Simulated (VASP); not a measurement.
# C in VASP: single point with PBE

Aim: the single point of C with PBE.

All numbers are computed with VASP 6.6.1; they aren't measurements. Logs are shortened: lines on timing, memory, paths and dates and some standing lists are left out, and cuts for length are marked.

## (1) The cell of the first run

The cell holds a sheet with vacuum, 32 atoms: a = 9.844 Å, b = 9.844 Å, c = 16.000 Å, α = 90.00°, β = 90.00°, γ = 60.00°.

## (2) Single point, PBE

File INCAR:

```
SYSTEM = C
PREC = Accurate
ENCUT = 520
EDIFF = 1E-7
ISMEAR = 0
SIGMA = 0.05
LREAL = Auto
LASPH = .TRUE.
NELM = 60
ALGO = Fast
ISIF = 2
LWAVE = .FALSE.
LCHARG = .FALSE.
LDIPOL = .TRUE.
IDIPOL = 3
DIPOL = 0.5 0.5 0.500
GGA = PE
NBANDS = 86
```

File KPOINTS:

```
Automatic mesh
0
G
  9 9 1
  0 0 0
```

File POSCAR:

```
C
1.0
    9.8440000000      0.0000000000      0.0000000000
    4.9220000000      8.5251540749      0.0000000000
    0.0000000000      0.0000000000     16.0000000000
C
32
Direct
    0.0000000000      0.0000000000      0.5000000000
    0.0000000000      0.2500000000      0.5000000000
    0.0000000000      0.5000000000      0.5000000000
    0.0000000000      0.7500000000      0.5000000000
    0.2500000000      0.0000000000      0.5000000000
    0.2500000000      0.2500000000      0.5000000000
    0.2500000000      0.5000000000      0.5000000000
    0.2500000000      0.7500000000      0.5000000000
    0.5000000000      0.0000000000      0.5000000000
    0.5000000000      0.2500000000      0.5000000000
    0.5000000000      0.5000000000      0.5000000000
    0.5000000000      0.7500000000      0.5000000000
    0.7500000000      0.0000000000      0.5000000000
    0.7500000000      0.2500000000      0.5000000000
    0.7500000000      0.5000000000      0.5000000000
    0.7500000000      0.7500000000      0.5000000000
    0.0833333333      0.0833333333      0.5000000000
    0.0833333333      0.3333333333      0.5000000000
    0.0833333333      0.5833333333      0.5000000000
    0.0833333333      0.8333333333      0.5000000000
    0.3333333333      0.0833333333      0.5000000000
    0.3333333333      0.3333333333      0.5000000000
    0.3333333333      0.5833333333      0.5000000000
    0.3333333333      0.8333333333      0.5000000000
    0.5833333333      0.0833333333      0.5000000000
    0.5833333333      0.3333333333      0.5000000000
    0.5833333333      0.5833333333      0.5000000000
    0.5833333333      0.8333333333      0.5000000000
    0.8333333333      0.0833333333      0.5000000000
    0.8333333333      0.3333333333      0.5000000000
    0.8333333333      0.5833333333      0.5000000000
    0.8333333333      0.8333333333      0.5000000000
```

Potentials or basis: VASP PAW PBE potentials, release 64 (C).

On the command line:

```bash
> cat potpaw_PBE.64/C/POTCAR > POTCAR
> mpirun -np 1 vasp_std > vasp.out
```

OUTCAR:

```text
SYSTEM = C
   PREC = Accurate
   ENCUT = 520
   EDIFF = 1E-7
   ISMEAR = 0
   LREAL = Auto
   LASPH = .TRUE.
   NELM = 60
   ISIF = 2
   GGA = PE

 ion  position               nearest neighbor table
   1  0.000  0.000  0.500-  17 1.42  29 1.42  20 1.42
   2  0.000  0.250  0.500-  18 1.42  30 1.42  17 1.42
   3  0.000  0.500  0.500-  19 1.42  31 1.42  18 1.42
   4  0.000  0.750  0.500-  20 1.42  32 1.42  19 1.42
   5  0.250  0.000  0.500-  21 1.42  17 1.42  24 1.42
   6  0.250  0.250  0.500-  22 1.42  18 1.42  21 1.42
[... 24 lines left out ...]
  31  0.833  0.583  0.500-  15 1.42   3 1.42  16 1.42
  32  0.833  0.833  0.500-  16 1.42   4 1.42  13 1.42

  LATTYP: Found a hexagonal cell.
 ALAT       =     9.8440000000
 C/A-ratio  =     1.6253555465

  Lattice vectors:

 A1 = (  -4.9220000000,  -8.5251540749,   0.0000000000)
 A2 = (   9.8440000000,   0.0000000000,   0.0000000000)
 A3 = (   0.0000000000,   0.0000000000,  16.0000000000)

Analysis of symmetry for initial positions (statically):
=====================================================================
 Subroutine PRICEL returns following result:

  LATTYP: Found a hexagonal cell.
 ALAT       =     2.4610000000
 C/A-ratio  =     6.5014221861

  Lattice vectors:

 A1 = (  -1.2305000000,  -2.1312885187,   0.0000000000)
 A2 = (   2.4610000000,   0.0000000000,   0.0000000000)
 A3 = (   0.0000000000,   0.0000000000,  16.0000000000)

  16 primitive cells build up your supercell.

 Routine SETGRP: Setting up the symmetry group for a
 hexagonal supercell.

 Subroutine GETGRP returns: Found 24 space group operations
 (whereof 12 operations were pure point group operations)
 out of a pool of 24 trial point group operations.

The static configuration has the point symmetry D_3h.
 The point group associated with its full space group is D_6h.

Analysis of symmetry for dynamics (positions and initial velocities):
=====================================================================
 Subroutine PRICEL returns following result:

  LATTYP: Found a hexagonal cell.
 ALAT       =     2.4610000000
 C/A-ratio  =     6.5014221861

  Lattice vectors:

 A1 = (  -1.2305000000,  -2.1312885187,   0.0000000000)
 A2 = (   2.4610000000,   0.0000000000,   0.0000000000)
 A3 = (   0.0000000000,   0.0000000000,  16.0000000000)

  16 primitive cells build up your supercell.

 Routine SETGRP: Setting up the symmetry group for a
 hexagonal supercell.

 Subroutine GETGRP returns: Found 24 space group operations
 (whereof 12 operations were pure point group operations)
 out of a pool of 24 trial point group operations.

The dynamic configuration has the point symmetry D_3h.
 The point group associated with its full space group is D_6h.

 Subroutine INISYM returns: Found 24 space group operations
 (whereof 12 operations are pure point group operations),
 and found    16 'primitive' translations

----------------------------------------------------------------------------------------

                                     Primitive cell

  volume of cell :      83.9216

  direct lattice vectors                    reciprocal lattice vectors
    -1.230500000 -2.131288519  0.000000000     0.000000000 -0.469199731  0.000000000
     2.461000000  0.000000000  0.000000000     0.406338887 -0.234599866  0.000000000
     0.000000000  0.000000000 16.000000000     0.000000000  0.000000000  0.062500000

  length of vectors
     2.461000000  2.461000000 16.000000000     0.469199731  0.469199731  0.062500000

  position of ions in fractional coordinates (direct lattice)
     0.000000000  0.000000000  0.500000000
     0.666666667  0.333333333  0.500000000

  ion indices of the primitive-cell ions
   primitive index   ion index
                 1           1
                 2          17

----------------------------------------------------------------------------------------

 KPOINTS: Automatic mesh

Automatic generation of k-mesh.
 Grid dimensions read from file:
 generate k-points for:    9    9    1

 Generating k-lattice:

  Cartesian coordinates                     Fractional coordinates (reciprocal lattice)
     0.011287191 -0.006516663  0.000000000     0.111111111  0.000000000  0.000000000
     0.000000000  0.013033326  0.000000000     0.000000000  0.111111111  0.000000000
     0.000000000  0.000000000  0.062500000     0.000000000  0.000000000  1.000000000

  Length of vectors
     0.013033326  0.013033326  0.062500000

  Shift w.r.t. Gamma in fractional coordinates (k-lattice)
     0.000000000  0.000000000  0.000000000

 Subroutine IBZKPT returns following result:
 ===========================================

 Found     12 irreducible k-points:

 Following reciprocal coordinates:
            Coordinates               Weight
  0.000000  0.000000  0.000000      1.000000
  0.111111 -0.000000  0.000000      6.000000
  0.222222  0.000000  0.000000      6.000000
  0.333333  0.000000  0.000000      6.000000
  0.444444  0.000000  0.000000      6.000000
  0.222222  0.111111  0.000000      6.000000
  0.333333  0.111111  0.000000     12.000000
  0.444444  0.111111  0.000000     12.000000
 -0.444444  0.111111  0.000000      6.000000
  0.444444  0.222222  0.000000      6.000000
 -0.444444  0.222222  0.000000     12.000000
 -0.333333  0.333333  0.000000      2.000000
   k-points           NKPTS =     12   k-points in BZ     NKDIM =     12   number of bands    NBANDS=     86
   number of dos      NEDOS =    301   number of ions     NIONS =     32
   total plane-waves  NPLWV = 768000
   dimension x,y,z NGX =    80 NGY =   80 NGZ =  120
   dimension x,y,z NGXF=   160 NGYF=  160 NGZF=  240
   ions per type =              32
   NGX,Y,Z   is equivalent  to a cutoff of  13.51, 13.51, 12.47 a.u.
   NGXF,Y,Z  is equivalent  to a cutoff of  27.02, 27.02, 24.94 a.u.
 SYSTEM =  C
   PREC   = accura    normal or accurate (medium, high low for compatibility)
   ISTART =      0    job   : 0-new  1-cont  2-samecut
   ICHARG =      2    charge: 1-file 2-atom 10-const
   ISPIN  =      1    spin polarized calculation?
   LNONCOLLINEAR =      F non collinear calculations
   LSORBIT =      F    spin-orbit coupling
   LASPH  =      T    aspherical Exc in radial PAW
   ENCUT  =  520.0 eV  38.22 Ry    6.18 a.u.  18.30 18.30 29.75*2*pi/ulx,y,z
   NELM   =     60;   NELMIN=  2; NELMDL= -5     # of ELM steps
   EDIFF  = 0.1E-06   stopping-criterion for ELM
   LREAL  =      T    real-space projection
   EDIFFG = 0.1E-05   stopping-criterion for IOM
   NSW    =      0    number of steps for IOM
   IBRION =     -1    ionic relax: 0-MD 1-quasi-New 2-CG
   NFREE  =      0    steps in history (QN), initial steepest desc. (CG)
   ISIF   =      2    stress and relaxation
   ISYM   =      2    0-nonsym 1-usesym 2-fastsym
   POTIM  = 0.5000    time-step for ionic-motion
   TEBEG  =    0.0;   TEEND  =   0.0 temperature during run
   PSTRESS=    0.0 pullay stress
   NELECT =     128.0000    total number of electrons
   NUPDOWN=      -1.0000    fix difference up-down
   EMIN   =  10.00;   EMAX   =-10.00  energy-range for DOS
   EFERMI =   0.00;   METHOD = LEGACY
   ISMEAR =     0;   SIGMA  =   0.05  broadening in eV -4-tet -1-fermi 0-gaus
   EFERMI_NEDOS =   21; number of points for ismear=-14 and -15
   IALGO  =     68    algorithm
   IMIX   =      4    mixing-type and parameters
     AMIX     =   0.40;   BMIX     =  1.00
     AMIX_MAG =   1.60;   BMIX_MAG =  1.00
  volume/ion in A,a.u.               =      41.96       283.17
  Fermi-wavevector in a.u.,A,eV,Ry     =   0.747848  1.413228  7.609428  0.559277
  Thomas-Fermi vector in A             =   1.843999
   LORBIT       =      0    0 simple, 1 ext, 2 COOP (PROOUT), +10 PAW based schemes
   GGA     = PE    functional components
   LHFCALC =     F    Hartree Fock is set to
   AEXX    =    0.0000 exact exchange contribution
   IVDW    =     0    specifies the selected vdW correction
   LEPSILON=     F    determine dielectric tensor
   LRPA    =     F    only Hartree local field effects (RPA)
 non-spin polarized calculation
 RMM-DIIS sequential band-by-band and
 Gauss-broadening in eV      SIGMA  =   0.05
  energy-cutoff  :      520.00
  volume of cell :     1342.75
 maximum number of plane-waves:     36186
 NGX is ok and might be reduce to    80
   NGX = 37   NGY = 37   NGZ = 59

 number of electron     128.0000001 magnetization

 dipolmoment           0.000000      0.000000      0.000000 electrons x Angstroem

 Free energy of the ion-electron system (eV)
  ---------------------------------------------------
  ext. energy  EPLUGINS =         0.00000000
  ---------------------------------------------------
  free energy    TOTEN  =      -295.22151464 eV

  energy without entropy =     -295.22012158  energy(sigma->0) =     -295.22081811

 E-fermi :  -2.3459     XC(G=0):  -2.6865

 val. band max:       -2.3458559058   @ k =  -0.3333   0.3333   0.0000
 cond. band min:      -2.3458455252   @ k =  -0.3333   0.3333   0.0000
 fundamental gap:      0.0000103807
 Fermi energy:        -2.3458507155

 k-point     1 :       0.0000    0.0000    0.0000
  band No.  band energies     occupation
      1     -21.9173      2.00000
      2     -20.4467      2.00000
      3     -20.4467      2.00000
      4     -20.4467      2.00000
      5     -20.4467      2.00000
      6     -20.4467      2.00000
[... 68 lines left out ...]
     75       1.7616      0.00000
     76       2.8999      0.00000

 k-point     2 :       0.1111   -0.0000    0.0000
  band No.  band energies     occupation
      1     -21.8990      2.00000
      2     -20.7532      2.00000
      3     -20.5908      2.00000
      4     -20.5908      2.00000
      5     -20.2671      2.00000
      6     -20.2671      2.00000
[... 68 lines left out ...]
     75       1.7868      0.00000
     76       2.2901      0.00000

 k-point     3 :       0.2222    0.0000    0.0000
  band No.  band energies     occupation
      1     -21.8441      2.00000
      2     -21.0246      2.00000
      3     -20.6991      2.00000
      4     -20.6991      2.00000
      5     -20.0522      2.00000
      6     -20.0522      2.00000
[... 700 lines left out ...]
     75       1.7945      0.00000
     76       1.8114      0.00000

 k-point    12 :      -0.3333    0.3333    0.0000
  band No.  band energies     occupation
      1     -21.4243      2.00000
      2     -21.4243      2.00000
      3     -21.4243      2.00000
      4     -19.9634      2.00000
      5     -19.9634      2.00000
      6     -19.9634      2.00000
[... 68 lines left out ...]
     75       1.5628      0.00000
     76       1.5628      0.00000
 [bands above 76 left out]

------------------------ aborting loop because EDIFF is reached ----------------------------------------

 vacuum level on the upper side and lower side of the slab       (xc-potential included)        -0.086        -0.086

  FORCE on cell =-STRESS in cart. coord.  units (eV):
  Direction    XX          YY          ZZ          XY          YZ          ZX
  --------------------------------------------------------------------------------------
  -------------------------------------------------------------------------------------
  Total        6.0657073      6.0657073     -0.0522279     -0.0000000     -0.0000000      0.0000000
  in kB        7.2376605      7.2376605     -0.0623188     -0.0000000     -0.0000000      0.0000000
  external PRESSURE =       4.8043341 kB  Pullay stress =       0.0000000 kB

 VOLUME and BASIS-vectors are now :
 -----------------------------------------------------------------------------
  energy-cutoff  :      520.00
  volume of cell :     1342.75
      direct lattice vectors                 reciprocal lattice vectors
     9.844000000  0.000000000  0.000000000     0.101584722 -0.058649966  0.000000000
     4.922000000  8.525154075  0.000000000     0.000000000  0.117299933  0.000000000
     0.000000000  0.000000000 16.000000000     0.000000000  0.000000000  0.062500000

 POSITION                                       TOTAL-FORCE (eV/Angst)
 -----------------------------------------------------------------------------------
      0.00000      0.00000      8.00000         0.000000      0.000000     -0.000000
      1.23050      2.13129      8.00000         0.000000      0.000000     -0.000000
      2.46100      4.26258      8.00000         0.000000     -0.000000     -0.000000
      3.69150      6.39387      8.00000         0.000000     -0.000000     -0.000000
      2.46100      0.00000      8.00000         0.000000     -0.000000      0.000000
      3.69150      2.13129      8.00000         0.000000     -0.000000      0.000000
[... 24 lines left out ...]
     11.07450      4.97301      8.00000        -0.000000      0.000000     -0.000000
     12.30500      7.10430      8.00000        -0.000000      0.000000     -0.000000
 -----------------------------------------------------------------------------------
    total drift:                                0.000023      0.000013      0.000003

  FREE ENERGIE OF THE ION-ELECTRON SYSTEM (eV)
  ---------------------------------------------------
  free  energy   TOTEN  =      -295.2215146370 eV

  energy  without entropy=     -295.2201215763  energy(sigma->0) =     -295.22081811

 vacuum level on the upper side and lower side of the slab         1.827         1.827
```

Wall time 83 min (1 thread of Oxide Virtual Turin-like, shared host); peak memory 1.8 GiB.

What came out:

```
Free energy            : -295.2215 eV
Band gap on the k mesh : zero (filled and empty bands touch)
```
